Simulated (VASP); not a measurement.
In3Se:

```
In Se
1.0
     4.80376    0.00000    0.00000
     0.00000    4.80376    0.00000
     0.00000    0.00000    4.80376
In Se
3 1
Direct
  0.00000 0.50000 0.50000
  0.50000 0.00000 0.50000
  0.50000 0.50000 0.00000
  0.00000 0.00000 0.00000
```

* Program: VASP 6.6.1
* Task: relaxation of cell and atoms
* Functional: PBEsol
* Potentials or basis: VASP PAW PBE potentials, release 64 (In_d, Se)
* Cutoff: 600 eV
* k mesh: 10 × 10 × 10
* Occupations: gaussian, width 0.1 eV
* Spin: no spin polarisation

At the start: pressure -3.0 GPa; volume 27.71 Å³/atom.

Question: How do energy, volume and symmetry change on relaxing?

Answer: Over 3 steps the energy falls by 22.7 meV/atom and the volume is 25.48 Å³/atom (-8.1 %); space group Pm-3m (No. 221, to 0.1 Å) before and after.

Step by step:
| step | energy change (eV) | largest force (eV/Å) | pressure (GPa) | volume (Å³) |
| --- | --- | --- | --- | --- |
| 1 | 0.0000 | 0.0000 | -2.98 | 110.85 |
| 2 | -0.0895 | 0.0000 | -0.37 | 102.78 |
| 3 | -0.0906 | 0.0000 | -0.03 | 101.90 |

Final structure:
```cif
data_structure
_symmetry_space_group_name_H-M 'P 1'
_symmetry_Int_Tables_number 1
_cell_length_a 4.6709
_cell_length_b 4.6709
_cell_length_c 4.6709
_cell_angle_alpha 90.000
_cell_angle_beta 90.000
_cell_angle_gamma 90.000
_cell_volume 101.90
loop_
_atom_site_label
_atom_site_type_symbol
_atom_site_fract_x
_atom_site_fract_y
_atom_site_fract_z
_atom_site_occupancy
In1 In 0.00000 0.50000 0.50000 1
In2 In 0.50000 0.00000 0.50000 1
In3 In 0.50000 0.50000 0.00000 1
Se1 Se 0.00000 0.00000 0.00000 1
```

Caveat: the PAW data sets were made with another functional, which shifts forces and pressure a little.
